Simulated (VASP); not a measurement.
# AlN (Fm-3m) in VASP: notebook

AlN is run at these levels: PBE; tasks: single point.

Program: VASP 6.6.1. These are calculated values, not measurements. Logs are shortened: lines on timing, memory, paths and dates and some standing lists are left out, and cuts for length are marked.

**1. The cell of the first run**

Symmetry: Fm-3m, No. 225, cubic system. Conventional cell: a = 4.071 Å, b = 4.071 Å, c = 4.071 Å, α = 90.00°, β = 90.00°, γ = 90.00°. Within 2.7 Å of Al (site symmetry m-3m) lie 6 N at 2.04 Å. N (site symmetry m-3m) has 6 Al at 2.04 Å within 2.7 Å.

**2. Single point, PBE**

INCAR

```
PREC = Accurate ; ENCUT = 520
EDIFF = 1E-6 ; ISMEAR = 0
SIGMA = 0.01 ; LREAL = F
LASPH = T ; NELM = 100
ALGO = Normal ; ISIF = 2
LWAVE = F ; LCHARG = T
GGA = PE ; LELF = T
LVHAR = T ; NBANDS = 11
```

KPOINTS

```
regular mesh
0
Gamma
  8 8 8
```

POSCAR

```
AlN
1.0
    0.0000000000      2.0352516422      2.0352516422
    2.0352516422      0.0000000000      2.0352516422
    2.0352516422      2.0352516422      0.0000000000
Al N
1 1
Direct
    0.0000000000      0.0000000000      0.0000000000
    0.5000000000      0.5000000000      0.5000000000
```

Potentials or basis: VASP PAW PBE potentials, release 64 (Al, N).

Run with:

```sh
> cat potpaw_PBE.64/Al/POTCAR potpaw_PBE.64/N/POTCAR > POTCAR
> mpirun -np 1 vasp_std > vasp.out
```

OUTCAR:

```text
PREC = Accurate
   ENCUT = 520
   EDIFF = 1E-6
   ISMEAR = 0
   LREAL = F
   LASPH = T
   NELM = 100
   ISIF = 2
   GGA = PE

 ion  position               nearest neighbor table
   1  0.000  0.000  0.000-   2 2.04   2 2.04   2 2.04   2 2.04   2 2.04   2 2.04
   2  0.500  0.500  0.500-   1 2.04   1 2.04   1 2.04   1 2.04   1 2.04   1 2.04

  LATTYP: Found a face centered cubic cell.
 ALAT       =     4.0705032844

  Lattice vectors:

 A1 = (   0.0000000000,   2.0352516422,   2.0352516422)
 A2 = (   2.0352516422,   0.0000000000,   2.0352516422)
 A3 = (   2.0352516422,   2.0352516422,   0.0000000000)

Analysis of symmetry for initial positions (statically):
=====================================================================
 Subroutine PRICEL returns:
 Original cell was already a primitive cell.

 Routine SETGRP: Setting up the symmetry group for a
 face centered cubic supercell.

 Subroutine GETGRP returns: Found 48 space group operations
 (whereof 48 operations were pure point group operations)
 out of a pool of 48 trial point group operations.

The static configuration has the point symmetry O_h .

Analysis of symmetry for dynamics (positions and initial velocities):
=====================================================================
 Subroutine PRICEL returns:
 Original cell was already a primitive cell.

 Routine SETGRP: Setting up the symmetry group for a
 face centered cubic supercell.

 Subroutine GETGRP returns: Found 48 space group operations
 (whereof 48 operations were pure point group operations)
 out of a pool of 48 trial point group operations.

The dynamic configuration has the point symmetry O_h .

 Subroutine INISYM returns: Found 48 space group operations
 (whereof 48 operations are pure point group operations),
 and found     1 'primitive' translations

----------------------------------------------------------------------------------------

                                     Primitive cell

  volume of cell :      16.8610

  direct lattice vectors                    reciprocal lattice vectors
     0.000000000  2.035251642  2.035251642    -0.245669867  0.245669867  0.245669867
     2.035251642  0.000000000  2.035251642     0.245669867 -0.245669867  0.245669867
     2.035251642  2.035251642  0.000000000     0.245669867  0.245669867 -0.245669867

  length of vectors
     2.878280475  2.878280475  2.878280475     0.425512691  0.425512691  0.425512691

  position of ions in fractional coordinates (direct lattice)
     0.000000000  0.000000000  0.000000000
     0.500000000  0.500000000  0.500000000

  ion indices of the primitive-cell ions
   primitive index   ion index
                 1           1
                 2           2

----------------------------------------------------------------------------------------

 KPOINTS: regular mesh

Automatic generation of k-mesh.
 Grid dimensions read from file:
 generate k-points for:    8    8    8

 Generating k-lattice:

  Cartesian coordinates                     Fractional coordinates (reciprocal lattice)
    -0.030708733  0.030708733  0.030708733     0.125000000  0.000000000  0.000000000
     0.030708733 -0.030708733  0.030708733     0.000000000  0.125000000  0.000000000
     0.030708733  0.030708733 -0.030708733     0.000000000  0.000000000  0.125000000

  Length of vectors
     0.053189086  0.053189086  0.053189086

  Shift w.r.t. Gamma in fractional coordinates (k-lattice)
     0.000000000  0.000000000  0.000000000

 Subroutine IBZKPT returns following result:
 ===========================================

 Found     29 irreducible k-points:

 Following reciprocal coordinates:
            Coordinates               Weight
  0.000000  0.000000  0.000000      1.000000
  0.125000  0.000000  0.000000      8.000000
  0.250000  0.000000  0.000000      8.000000
  0.375000  0.000000  0.000000      8.000000
  0.500000  0.000000  0.000000      4.000000
  0.125000  0.125000  0.000000      6.000000
[... 16 lines left out ...]
  0.500000  0.250000  0.125000     48.000000
 -0.375000  0.250000  0.125000     24.000000
 [... further k-points ...]
   k-points           NKPTS =     29   k-points in BZ     NKDIM =     29   number of bands    NBANDS=     11
   number of dos      NEDOS =    301   number of ions     NIONS =      2
   total plane-waves  NPLWV =  13824
   dimension x,y,z NGX =    24 NGY =   24 NGZ =   24
   dimension x,y,z NGXF=    48 NGYF=   48 NGZF=   48
   ions per type =               1   1
   NGX,Y,Z   is equivalent  to a cutoff of  13.86, 13.86, 13.86 a.u.
   NGXF,Y,Z  is equivalent  to a cutoff of  27.72, 27.72, 27.72 a.u.
 SYSTEM =  unknown system
   PREC   = accura    normal or accurate (medium, high low for compatibility)
   ISTART =      0    job   : 0-new  1-cont  2-samecut
   ICHARG =      2    charge: 1-file 2-atom 10-const
   ISPIN  =      1    spin polarized calculation?
   LNONCOLLINEAR =      F non collinear calculations
   LSORBIT =      F    spin-orbit coupling
   LASPH  =      T    aspherical Exc in radial PAW
   ENCUT  =  520.0 eV  38.22 Ry    6.18 a.u.   5.35  5.35  5.35*2*pi/ulx,y,z
   NELM   =    100;   NELMIN=  2; NELMDL= -5     # of ELM steps
   EDIFF  = 0.1E-05   stopping-criterion for ELM
   LREAL  =      F    real-space projection
   EDIFFG = 0.1E-04   stopping-criterion for IOM
   NSW    =      0    number of steps for IOM
   IBRION =     -1    ionic relax: 0-MD 1-quasi-New 2-CG
   NFREE  =      0    steps in history (QN), initial steepest desc. (CG)
   ISIF   =      2    stress and relaxation
   ISYM   =      2    0-nonsym 1-usesym 2-fastsym
   POTIM  = 0.5000    time-step for ionic-motion
   TEBEG  =    0.0;   TEEND  =   0.0 temperature during run
   PSTRESS=    0.0 pullay stress
   NELECT =       8.0000    total number of electrons
   NUPDOWN=      -1.0000    fix difference up-down
   EMIN   =  10.00;   EMAX   =-10.00  energy-range for DOS
   EFERMI =   0.00;   METHOD = LEGACY
   ISMEAR =     0;   SIGMA  =   0.01  broadening in eV -4-tet -1-fermi 0-gaus
   EFERMI_NEDOS =   21; number of points for ismear=-14 and -15
   IALGO  =     38    algorithm
   IMIX   =      4    mixing-type and parameters
     AMIX     =   0.40;   BMIX     =  1.00
     AMIX_MAG =   1.60;   BMIX_MAG =  1.00
  volume/ion in A,a.u.               =       8.43        56.89
  Fermi-wavevector in a.u.,A,eV,Ry     =   1.276860  2.412916 22.182560  1.630372
  Thomas-Fermi vector in A             =   2.409493
   LORBIT       =      0    0 simple, 1 ext, 2 COOP (PROOUT), +10 PAW based schemes
   GGA     = PE    functional components
   LHFCALC =     F    Hartree Fock is set to
   AEXX    =    0.0000 exact exchange contribution
   IVDW    =     0    specifies the selected vdW correction
   LEPSILON=     F    determine dielectric tensor
   LRPA    =     F    only Hartree local field effects (RPA)
 non-spin polarized calculation
 Gauss-broadening in eV      SIGMA  =   0.01
  energy-cutoff  :      520.00
  volume of cell :       16.86
 maximum number of plane-waves:       469
 NGX is ok and might be reduce to    24
   NGX = 11   NGY = 11   NGZ = 11

 number of electron       8.0000000 magnetization

 Free energy of the ion-electron system (eV)
  ---------------------------------------------------
  ext. energy  EPLUGINS =         0.00000000
  ---------------------------------------------------
  free energy    TOTEN  =       -14.54551389 eV

  energy without entropy =      -14.54551389  energy(sigma->0) =      -14.54551389

 E-fermi :   9.7996     XC(G=0): -12.1913

 val. band max:        9.7045582003   @ k =   0.0000   0.0000   0.0000
 cond. band min:      14.1174527407   @ k =   0.5000   0.5000   0.0000
 fundamental gap:      4.4128945404
 Fermi energy:         9.7995612579

 k-point     1 :       0.0000    0.0000    0.0000
  band No.  band energies     occupation
      1      -7.6666      2.00000
      2       9.7046      2.00000
      3       9.7046      2.00000
      4       9.7046      2.00000
      5      15.0954      0.00000
      6      21.8060      0.00000
      7      21.8060      0.00000
      8      21.8060      0.00000
      9      26.8927      0.00000
     10      27.3456      0.00000
     11      27.3456      0.00000

 k-point     2 :       0.1250    0.0000    0.0000
  band No.  band energies     occupation
      1      -7.3536      2.00000
      2       8.2112      2.00000
      3       9.5260      2.00000
      4       9.5260      2.00000
      5      15.9784      0.00000
      6      20.6335      0.00000
      7      22.2055      0.00000
      8      22.2055      0.00000
      9      25.3788      0.00000
     10      25.3788      0.00000
     11      27.5677      0.00000

 k-point     3 :       0.2500    0.0000    0.0000
  band No.  band energies     occupation
      1      -6.4637      2.00000
      2       5.4093      2.00000
      3       9.1374      2.00000
      4       9.1374      2.00000
      5      16.4029      0.00000
      6      20.6664      0.00000
      7      21.8795      0.00000
      8      21.8795      0.00000
      9      25.7368      0.00000
     10      25.7368      0.00000
     11      26.5727      0.00000

 k-point     4 :       0.3750    0.0000    0.0000
  band No.  band energies     occupation
      1      -5.2294      2.00000
      2       2.7728      2.00000
      3       8.7956      2.00000
      4       8.7956      2.00000
      5      15.9308      0.00000
      6      20.9141      0.00000
      7      20.9141      0.00000
      8      22.0621      0.00000
      9      25.7760      0.00000
     10      28.3031      0.00000
     11      28.3031      0.00000
[... 239 lines left out ...]
 k-point    22 :       0.3750    0.2500    0.1250
  band No.  band energies     occupation
      1      -5.7310      2.00000
      2       5.0337      2.00000
      3       7.2052      2.00000
      4       8.5573      2.00000
      5      18.1082      0.00000
      6      18.4827      0.00000
      7      19.7893      0.00000
      8      23.3557      0.00000
      9      24.7230      0.00000
     10      29.1017      0.00000
     11      30.9176      0.00000

 k-point    23 :       0.5000    0.2500    0.1250
  band No.  band energies     occupation
      1      -4.6271      2.00000
      2       3.3390      2.00000
      3       6.2986      2.00000
      4       8.0322      2.00000
      5      17.8931      0.00000
      6      18.6894      0.00000
      7      20.3761      0.00000
      8      22.7569      0.00000
      9      26.4441      0.00000
     10      29.5940      0.00000
     11      31.3877      0.00000

 k-point    24 :      -0.3750    0.2500    0.1250
  band No.  band energies     occupation
      1      -4.0004      2.00000
      2       2.4020      2.00000
      3       6.0786      2.00000
      4       7.7694      2.00000
      5      17.9950      0.00000
      6      18.0878      0.00000
      7      21.8205      0.00000
      8      22.2874      0.00000
      9      27.6329      0.00000
     10      28.4811      0.00000
     11      31.9140      0.00000

 [... further k-points ...]

------------------------ aborting loop because EDIFF is reached ----------------------------------------

  FORCE on cell =-STRESS in cart. coord.  units (eV):
  Direction    XX          YY          ZZ          XY          YZ          ZX
  --------------------------------------------------------------------------------------
  -------------------------------------------------------------------------------------
  Total       -0.0281315     -0.0281315     -0.0281315      0.0000000      0.0000000      0.0000000
  in kB       -2.6731255     -2.6731255     -2.6731255      0.0000000      0.0000000      0.0000000
  external PRESSURE =      -2.6731255 kB  Pullay stress =       0.0000000 kB

 VOLUME and BASIS-vectors are now :
 -----------------------------------------------------------------------------
  energy-cutoff  :      520.00
  volume of cell :       16.86
      direct lattice vectors                 reciprocal lattice vectors
     0.000000000  2.035251642  2.035251642    -0.245669867  0.245669867  0.245669867
     2.035251642  0.000000000  2.035251642     0.245669867 -0.245669867  0.245669867
     2.035251642  2.035251642  0.000000000     0.245669867  0.245669867 -0.245669867

 POSITION                                       TOTAL-FORCE (eV/Angst)
 -----------------------------------------------------------------------------------
      0.00000      0.00000      0.00000         0.000000      0.000000      0.000000
      2.03525      2.03525      2.03525        -0.000000     -0.000000     -0.000000
 -----------------------------------------------------------------------------------
    total drift:                               -0.000000     -0.000000      0.000000

  FREE ENERGIE OF THE ION-ELECTRON SYSTEM (eV)
  ---------------------------------------------------
  free  energy   TOTEN  =       -14.5455138899 eV

  energy  without entropy=      -14.5455138899  energy(sigma->0) =      -14.54551389
```

Run time: 5.9 s. Hardware: 1 thread of Intel Xeon Platinum 8488C (Sapphire Rapids), shared host; peak memory 0.13 GiB.

Results:

```yaml
Free_energy: -14.5455 eV
Pressure: -0.3 GPa
Band_gap_on_the_k_mesh: 4.41 eV, indirect (least direct gap 5.39 eV)
```

A k mesh can miss the band edges. Expect the measured gap to be larger: semilocal functionals such as PBE lack the derivative discontinuity.

**3. Single point, PBE (volume changed by -6%)**

INCAR

```
  PREC = Accurate
  ENCUT = 520
  EDIFF = 1E-6
  ISMEAR = 0
  SIGMA = 0.01
  LREAL = False
  LASPH = True
  NELM = 60
  ALGO = Normal
  ISIF = 2
  LWAVE = False
  LCHARG = False
  GGA = PE
  NBANDS = 11
```

KPOINTS is that of step 2.

POSCAR

```
AlN
1.0
    0.0000000000      1.9937042364      1.9937042364
    1.9937042364      0.0000000000      1.9937042364
    1.9937042364      1.9937042364      0.0000000000
Al N
1 1
Direct
    0.0000000000      0.0000000000      0.0000000000
    0.5000000000      0.5000000000      0.5000000000
```

Potentials or basis: VASP PAW PBE potentials, release 64 (Al, N).

Run with:

```sh
> cat potpaw_PBE.64/Al/POTCAR potpaw_PBE.64/N/POTCAR > POTCAR
> mpirun -np 1 vasp_std > vasp.out
```

Wall time 5.3 s (1 thread of Intel Xeon Platinum 8488C (Sapphire Rapids), shared host); peak memory 0.13 GiB.

The run converged. Its results:

```
Free energy            : -14.4937 eV
Pressure               : 17.3 GPa
Band gap on the k mesh : 5.02 eV, indirect (least direct gap 6.29 eV)
```

Levels at points of the mesh, in eV from the valence-band top:
```
           k point  band 1  band 2  band 3  band 4  band 5  band 6  band 7  band 8
(0.00, 0.00, 0.00)  -17.94    0.00    0.00    0.00    6.29   12.30   12.30   12.30
(0.50, 0.00, 0.00)  -14.51   -8.57   -1.16   -1.16    6.40   11.34   11.34   13.93
(0.50, 0.50, 0.00)  -13.47   -7.67   -2.91   -2.91    5.02    5.23   14.57   17.92
```

 A k mesh can miss the band edges.

**4. Single point, PBE (volume changed by -3%)**

INCAR

```
SYSTEM = AlN
PREC     = Accurate       ! precision mode
ENCUT    = 520            ! plane-wave cutoff, eV
EDIFF    = 1E-7           ! SCF threshold, eV
ISMEAR   = 0              ! smearing method
SIGMA    = 0.01           ! smearing width, eV
LREAL    = .FALSE.        ! projectors in reciprocal space
LASPH    = .TRUE.         ! aspherical terms in the spheres
NELM     = 60             ! most SCF steps
ALGO     = Normal         ! electronic algorithm
ISIF     = 2              ! what is computed and relaxed
LWAVE    = .FALSE.        ! write WAVECAR
LCHARG   = .TRUE.         ! write CHGCAR
GGA      = PE             ! functional
LELF     = .TRUE.         ! ELF
LVHAR    = .TRUE.       
NBANDS   = 11             ! bands
```

KPOINTS

```
Automatic mesh
0
G
  8 8 8
  0 0 0
```

POSCAR

```
AlN
1.0
    0.0000000000      2.0146921391      2.0146921391
    2.0146921391      0.0000000000      2.0146921391
    2.0146921391      2.0146921391      0.0000000000
Al N
1 1
Direct
    0.0000000000      0.0000000000      0.0000000000
    0.5000000000      0.5000000000      0.5000000000
```

Run with:

```sh
> cat potpaw_PBE.64/Al/POTCAR potpaw_PBE.64/N/POTCAR > POTCAR
> mpirun -np 1 vasp_std > vasp.out
```

It took 6.3 s on 1 thread of Intel Xeon Platinum 8488C (Sapphire Rapids), shared host; peak memory 0.13 GiB.

The run converged. Its results:

- Free energy: -14.5335 eV
- Pressure: 7.9 GPa
- Band gap on the k mesh: 4.71 eV, indirect (least direct gap 5.83 eV)

Levels at points of the mesh, in eV from the valence-band top:
```tsv
k point	band 2	band 3	band 4	band 5	band 6	band 7
(0.00, 0.00, 0.00)	0.00	0.00	0.00	5.83	12.20	12.20
(0.50, 0.00, 0.00)	-8.37	-1.10	-1.10	6.20	11.08	11.08
(0.50, 0.50, 0.00)	-7.45	-2.82	-2.82	4.71	5.29	14.18
```

 A k mesh can miss the band edges.

**5. Overview**

```csv
cell,gap on the mesh (eV),pressure (GPa)
"a = 2.878 Å, angles 60.0°, 2 atoms",4.41,-0.3
"a = 2.820 Å, angles 60.0°, 2 atoms",5.02,17.3
"a = 2.849 Å, angles 60.0°, 2 atoms",4.71,7.9
```

Alike in all rows: task single point; level PBE; potentials or basis VASP PAW PBE potentials, release 64 (Al, N); no spin polarisation; k mesh 8 × 8 × 8; cutoff (eV) 520; smearing gaussian 0.01 eV.

Total energies depend on the potentials used, so only differences within one code and one set of settings carry meaning.
